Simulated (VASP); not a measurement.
# MoS2 (P1) in VASP: single point with PBEsol

Aim: the single point of MoS2 with PBEsol.

All numbers are computed with VASP 6.6.1; they aren't measurements. Logs are shortened: lines on timing, memory, paths and dates and some standing lists are left out, and cuts for length are marked.

## 1. The cell of the first run

The typed cell holds 6 atoms: a = 3.227 Å, b = 6.455 Å, c = 6.312 Å, α = 90.00°, β = 90.00°, γ = 120.00°.

## 2. Single point, PBEsol

Input file INCAR:

```
SYSTEM = MoS2
  PREC = Accurate
  ENCUT = 400
  EDIFF = 1E-6
  ISMEAR = -1
  SIGMA = 0.1
  LREAL = .False.
  LASPH = .True.
  NELM = 120
  ALGO = Normal
  ISIF = 2
  LWAVE = .False.
  LCHARG = .False.
  GGA = PS
  NBANDS = 35
  GGA_COMPAT = .False.
```

Input file KPOINTS:

```
regular mesh
0
Gamma
  3 3 1
  0 0 0
```

Input file POSCAR:

```
MoS2
1.0
    3.2274645600      0.0000000000      0.0000000000
   -3.2274645600      5.5901326000      0.0000000000
    0.0000000000      0.0000000000      6.3124734200
Mo S
2 4
Direct
   -0.0004500469      0.0137338424      0.4955637500
   -0.0390188571      0.4728742928      0.4974127875
    0.4043161553      0.3281328246      0.2482299561
    0.7152967983      0.1790272381      0.7860167750
    0.3302435021      0.8018607644      0.2643223803
    0.6902837161      0.6504471826      0.7177839333
```

Potentials or basis: VASP PAW PBE potentials, release 64 (Mo_sv, S).

Started as:

```console
cat potpaw_PBE.64/Mo_sv/POTCAR potpaw_PBE.64/S/POTCAR > POTCAR
mpirun -np 1 vasp_std > vasp.out
```

OUTCAR:

```text
SYSTEM = MoS2
   PREC = Accurate
   ENCUT = 400
   EDIFF = 1E-6
   ISMEAR = -1
   LREAL = .False.
   LASPH = .True.
   NELM = 120
   ISIF = 2
   GGA = PS

 ion  position               nearest neighbor table
   1  1.000  0.014  0.496-   3 2.37   5 2.39   6 2.47   4 2.51   5 2.57   4 2.72   2 3.03   2 3.04
                             2 3.42   2 3.43
   2  0.961  0.473  0.497-   3 2.21   6 2.24   5 2.36   4 2.46   6 2.47   3 2.59   1 3.03   1 3.04
                             1 3.42   1 3.43
   3  0.404  0.328  0.248-   2 2.21   1 2.37   2 2.59
   4  0.715  0.179  0.786-   2 2.46   1 2.51   1 2.72
   5  0.330  0.802  0.264-   2 2.36   1 2.39   1 2.57
   6  0.690  0.650  0.718-   2 2.24   2 2.47   1 2.47

  LATTYP: Found a simple orthorhombic cell.
 ALAT       =     3.2274645600
 B/A-ratio  =     1.7320508083
 C/A-ratio  =     1.9558614208

  Lattice vectors:

 A1 = (   3.2274645600,   0.0000000000,   0.0000000000)
 A2 = (   0.0000000000,   5.5901326000,   0.0000000000)
 A3 = (   0.0000000000,   0.0000000000,   6.3124734200)

Analysis of symmetry for initial positions (statically):
=====================================================================
 Subroutine PRICEL returns:
 Original cell was already a primitive cell.

 Routine SETGRP: Setting up the symmetry group for a
 simple orthorhombic supercell.

 Subroutine GETGRP returns: Found  1 space group operations
 (whereof  1 operations were pure point group operations)
 out of a pool of  8 trial point group operations.

The static configuration has the point symmetry C_1 .

Analysis of symmetry for dynamics (positions and initial velocities):
=====================================================================
 Subroutine PRICEL returns:
 Original cell was already a primitive cell.

 Routine SETGRP: Setting up the symmetry group for a
 simple orthorhombic supercell.

 Subroutine GETGRP returns: Found  1 space group operations
 (whereof  1 operations were pure point group operations)
 out of a pool of  8 trial point group operations.

The dynamic configuration has the point symmetry C_1 .

 Subroutine INISYM returns: Found  1 space group operations
 (whereof  1 operations are pure point group operations),
 and found     1 'primitive' translations

----------------------------------------------------------------------------------------

                                     Primitive cell

  volume of cell :     113.8894

  direct lattice vectors                    reciprocal lattice vectors
     3.227464560  0.000000000  0.000000000     0.309840738  0.178886633  0.000000000
    -3.227464560  5.590132600  0.000000000     0.000000000  0.178886633  0.000000000
     0.000000000  0.000000000  6.312473420     0.000000000  0.000000000  0.158416509

  length of vectors
     3.227464560  6.454929122  6.312473420     0.357773267  0.178886633  0.158416509

  position of ions in fractional coordinates (direct lattice)
     0.999549953  0.013733842  0.495563750
     0.960981143  0.472874293  0.497412787
     0.404316155  0.328132825  0.248229956
     0.715296798  0.179027238  0.786016775
     0.330243502  0.801860764  0.264322380
     0.690283716  0.650447183  0.717783933

  ion indices of the primitive-cell ions
   primitive index   ion index
                 1           1
                 2           2
                 3           3
                 4           4
                 5           5
                 6           6

----------------------------------------------------------------------------------------

 KPOINTS: regular mesh

Automatic generation of k-mesh.
 Grid dimensions read from file:
 generate k-points for:    3    3    1

 Generating k-lattice:

  Cartesian coordinates                     Fractional coordinates (reciprocal lattice)
     0.103280246  0.059628878  0.000000000     0.333333333 -0.000000000  0.000000000
     0.000000000  0.059628878  0.000000000     0.000000000  0.333333333  0.000000000
     0.000000000  0.000000000  0.158416509     0.000000000  0.000000000  1.000000000

  Length of vectors
     0.119257756  0.059628878  0.158416509

  Shift w.r.t. Gamma in fractional coordinates (k-lattice)
     0.000000000  0.000000000  0.000000000

 Subroutine IBZKPT returns following result:
 ===========================================

 Found      5 irreducible k-points:

 Following reciprocal coordinates:
            Coordinates               Weight
  0.000000  0.000000  0.000000      1.000000
  0.333333  0.000000  0.000000      2.000000
  0.333333  0.333333  0.000000      2.000000
  0.000000  0.333333  0.000000      2.000000
 -0.333333  0.333333  0.000000      2.000000
   k-points           NKPTS =      5   k-points in BZ     NKDIM =      5   number of bands    NBANDS=     35
   number of dos      NEDOS =    301   number of ions     NIONS =      6
   total plane-waves  NPLWV =  42336
   dimension x,y,z NGX =    24 NGY =   42 NGZ =   42
   dimension x,y,z NGXF=    48 NGYF=   84 NGZF=   84
   ions per type =               2   4
   NGX,Y,Z   is equivalent  to a cutoff of  12.36, 10.82, 11.06 a.u.
   NGXF,Y,Z  is equivalent  to a cutoff of  24.72, 21.63, 22.12 a.u.
 SYSTEM =  MoS2
   PREC   = accura    normal or accurate (medium, high low for compatibility)
   ISTART =      0    job   : 0-new  1-cont  2-samecut
   ICHARG =      2    charge: 1-file 2-atom 10-const
   ISPIN  =      1    spin polarized calculation?
   LNONCOLLINEAR =      F non collinear calculations
   LSORBIT =      F    spin-orbit coupling
   LASPH  =      T    aspherical Exc in radial PAW
   ENCUT  =  400.0 eV  29.40 Ry    5.42 a.u.   5.26 10.53 10.29*2*pi/ulx,y,z
   NELM   =    120;   NELMIN=  2; NELMDL= -5     # of ELM steps
   EDIFF  = 0.1E-05   stopping-criterion for ELM
   LREAL  =      F    real-space projection
   EDIFFG = 0.1E-04   stopping-criterion for IOM
   NSW    =      0    number of steps for IOM
   IBRION =     -1    ionic relax: 0-MD 1-quasi-New 2-CG
   NFREE  =      0    steps in history (QN), initial steepest desc. (CG)
   ISIF   =      2    stress and relaxation
   ISYM   =      2    0-nonsym 1-usesym 2-fastsym
   POTIM  = 0.5000    time-step for ionic-motion
   TEBEG  =    0.0;   TEEND  =   0.0 temperature during run
   PSTRESS=    0.0 pullay stress
   NELECT =      52.0000    total number of electrons
   NUPDOWN=      -1.0000    fix difference up-down
   EMIN   =  10.00;   EMAX   =-10.00  energy-range for DOS
   EFERMI =   0.00;   METHOD = LEGACY
   ISMEAR =    -1;   SIGMA  =   0.10  broadening in eV -4-tet -1-fermi 0-gaus
   EFERMI_NEDOS =   21; number of points for ismear=-14 and -15
   IALGO  =     38    algorithm
   IMIX   =      4    mixing-type and parameters
     AMIX     =   0.40;   BMIX     =  1.00
     AMIX_MAG =   1.60;   BMIX_MAG =  1.00
  volume/ion in A,a.u.               =      18.98       128.09
  Fermi-wavevector in a.u.,A,eV,Ry     =   1.260612  2.382212 21.621610  1.589144
  Thomas-Fermi vector in A             =   2.394113
   LORBIT       =      0    0 simple, 1 ext, 2 COOP (PROOUT), +10 PAW based schemes
   GGA     = PS    functional components
   LHFCALC =     F    Hartree Fock is set to
   AEXX    =    0.0000 exact exchange contribution
   IVDW    =     0    specifies the selected vdW correction
   LEPSILON=     F    determine dielectric tensor
   LRPA    =     F    only Hartree local field effects (RPA)
 non-spin polarized calculation
  energy-cutoff  :      400.00
  volume of cell :      113.89
 maximum number of plane-waves:      2089
 NGX is ok and might be reduce to    24
   NGX = 11   NGY = 21   NGZ = 21

 number of electron      51.9999999 magnetization

 Free energy of the ion-electron system (eV)
  ---------------------------------------------------
  ext. energy  EPLUGINS =         0.00000000
  ---------------------------------------------------
  free energy    TOTEN  =       -44.60499583 eV

  energy without entropy =      -44.53036583  energy(sigma->0) =      -44.56768083

 E-fermi :   6.6134     XC(G=0): -10.6365

 val. band max:        6.5587456786   @ k =   0.0000   0.3333   0.0000
 cond. band min:       6.6479001518   @ k =  -0.3333   0.3333   0.0000
 fundamental gap:      0.0891544732
 Fermi energy:         6.6134168308

 k-point     1 :       0.0000    0.0000    0.0000
  band No.  band energies     occupation
      1     -54.7657      2.00000
      2     -54.7193      2.00000
      3     -29.1178      2.00000
      4     -28.9612      2.00000
      5     -28.8891      2.00000
      6     -28.8200      2.00000
[... 27 lines left out ...]
     34      10.3595      0.00000
     35      12.4550      0.00000

 k-point     2 :       0.3333    0.0000    0.0000
  band No.  band energies     occupation
      1     -54.7440      2.00000
      2     -54.7172      2.00000
      3     -29.1612      2.00000
      4     -29.0647      2.00000
      5     -28.9258      2.00000
      6     -28.8481      2.00000
[... 27 lines left out ...]
     34      10.6448      0.00000
     35      13.1099      0.00000

 k-point     3 :       0.3333    0.3333    0.0000
  band No.  band energies     occupation
      1     -54.7441      2.00000
      2     -54.7172      2.00000
      3     -29.1698      2.00000
      4     -29.0586      2.00000
      5     -28.9095      2.00000
      6     -28.8605      2.00000
[... 27 lines left out ...]
     34      10.7598      0.00000
     35      13.2114      0.00000

 k-point     4 :       0.0000    0.3333    0.0000
  band No.  band energies     occupation
      1     -54.7611      2.00000
      2     -54.7239      2.00000
      3     -29.0598      2.00000
      4     -28.9504      2.00000
      5     -28.8899      2.00000
      6     -28.8276      2.00000
[... 27 lines left out ...]
     34      10.7280      0.00000
     35      13.4277      0.00000

 k-point     5 :      -0.3333    0.3333    0.0000
  band No.  band energies     occupation
      1     -54.7457      2.00000
      2     -54.7155      2.00000
      3     -29.1421      2.00000
      4     -29.0409      2.00000
      5     -28.9545      2.00000
      6     -28.8649      2.00000
[... 27 lines left out ...]
     34      10.6563      0.00000
     35      12.5625      0.00000

------------------------ aborting loop because EDIFF is reached ----------------------------------------

  FORCE on cell =-STRESS in cart. coord.  units (eV):
  Direction    XX          YY          ZZ          XY          YZ          ZX
  --------------------------------------------------------------------------------------
  -------------------------------------------------------------------------------------
  Total       -2.5150125     -1.2787976     -1.0932103      0.2571115     -1.0829815      1.4435904
  in kB      -35.3807934    -17.9899197    -15.3791085      3.6170031    -15.2352103     20.3081993
  external PRESSURE =     -22.9166072 kB  Pullay stress =       0.0000000 kB

 VOLUME and BASIS-vectors are now :
 -----------------------------------------------------------------------------
  energy-cutoff  :      400.00
  volume of cell :      113.89
      direct lattice vectors                 reciprocal lattice vectors
     3.227464560  0.000000000  0.000000000     0.309840738  0.178886633  0.000000000
    -3.227464560  5.590132600  0.000000000     0.000000000  0.178886633  0.000000000
     0.000000000  0.000000000  6.312473420     0.000000000  0.000000000  0.158416509

 POSITION                                       TOTAL-FORCE (eV/Angst)
 -----------------------------------------------------------------------------------
      3.18169      0.07677      3.12823         0.664760      1.232075      1.745077
      1.57535      2.64343      3.13990         2.055916     -2.291374      0.793589
      0.24588      1.83431      1.56694        -1.623164     -0.755698     -1.192834
      1.73079      1.00079      4.96171        -0.200650     -0.936941     -2.322927
     -1.52213      4.48251      1.66853        -0.161956      1.551825     -0.188962
      0.12857      3.63609      4.53099        -0.734905      1.200114      1.166058
 -----------------------------------------------------------------------------------
    total drift:                                0.000610     -0.000218      0.000741

  FREE ENERGIE OF THE ION-ELECTRON SYSTEM (eV)
  ---------------------------------------------------
  free  energy   TOTEN  =       -44.6049958266 eV

  energy  without entropy=      -44.5303658339  energy(sigma->0) =      -44.56768083
```

Run time: 16 s. Hardware: 1 thread of Intel Xeon Platinum 8259CL at 2.50GHz (Skylake/Cascade Lake), shared host; peak memory 0.19 GiB.

Results:

```
Free energy            : -44.6050 eV
Pressure               : -2.3 GPa
Largest force          : 3.179 eV/Å
Band gap on the k mesh : zero (bands 26 and 27 overlap by 0.09 eV)
```

Forces in eV/Å, atoms in the order of the input:
```
Mo   0.665  1.232  1.745
Mo   2.056 -2.291  0.794
S   -1.623 -0.756 -1.193
S   -0.201 -0.937 -2.323
S   -0.162  1.552 -0.189
S   -0.735  1.200  1.166
```

Stress tensor (GPa, compression positive):
```
-3.54  0.36  2.03
 0.36 -1.80 -1.52
 2.03 -1.52 -1.54
```

Levels at points of the mesh, in eV from the Fermi level:
```csv
k point,band 22,band 23,band 24,band 25,band 26,band 27,band 28,band 29,band 30,band 31
"(0.00, 0.00, 0.00)",-1.55,-1.18,-1.07,-0.74,-0.66,0.41,0.54,1.39,1.85,2.70
```

Caveat: the k points lie up to 1.00 Å⁻¹ apart, too coarse for converged energies, forces and pressures; the PAW data sets were made with another functional, which shifts forces and pressure a little.

The gap in the log of VASP goes by the Fermi energy; the results here count the filled bands.